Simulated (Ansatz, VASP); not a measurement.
## HfO2 in VASP and in Ansatz

```
CELL_PARAMETERS angstrom
3.75567 0.00000 0.00000
0.00000 3.75567 0.00000
0.00000 0.00000 5.33274
ATOMIC_POSITIONS crystal
Hf 0.50000 0.50000 0.50000
Hf 0.00000 0.00000 0.00000
O 0.00000 0.50000 0.69616
O 0.50000 0.00000 0.80384
O 0.50000 0.00000 0.30384
O 0.00000 0.50000 0.19616
```

Change from the starting cell: strain +0.050 along x and y, +0.025 along z, atoms carried along.

Alike in both runs: task single point; functional r2SCAN; k mesh 6 × 6 × 6; occupations gaussian, width 0.05 eV; no spin polarisation.

```csv
,VASP,Ansatz
version,VASP 6.6.1,Ansatz 0.2.0
potentials or method,"VASP PAW PBE potentials, release 64 (Hf_pv, O), cutoff 520 eV","scalar-relativistic, plane waves, PAW"
valence electrons in the cell,44,76
```

Ansatz gave:

| Property | Result |
| --- | --- |
| gap on the k mesh at the Fermi level (eV) | 4.66 |
| least direct gap on the mesh (eV) | 4.71 |
| pressure (GPa) | -25.1 |
| traceless stress, the component that is largest in VASP (GPa) | 7.27 |
| rms of the force components (eV/Å) | 0.225 |

**Question.** Which values does VASP return?

**Answer.** gap on the k mesh at the Fermi level (eV): 4.61; least direct gap on the mesh (eV): 4.67; pressure (GPa): -27.8; traceless stress, the component that is largest in VASP (GPa): 7.53; rms of the force components (eV/Å): 0.255.

VASP's potentials were made for PBE, not for r2SCAN. Atom by atom the forces differ by 0.030 eV/Å (rms over components). The functional is the same, so the differences come from potentials, cutoffs and numerics. VASP's potentials hold 44 valence electrons a cell and Ansatz's 76, so a difference there can come from the potentials and not from the codes.

Spin-orbit coupling is off throughout.
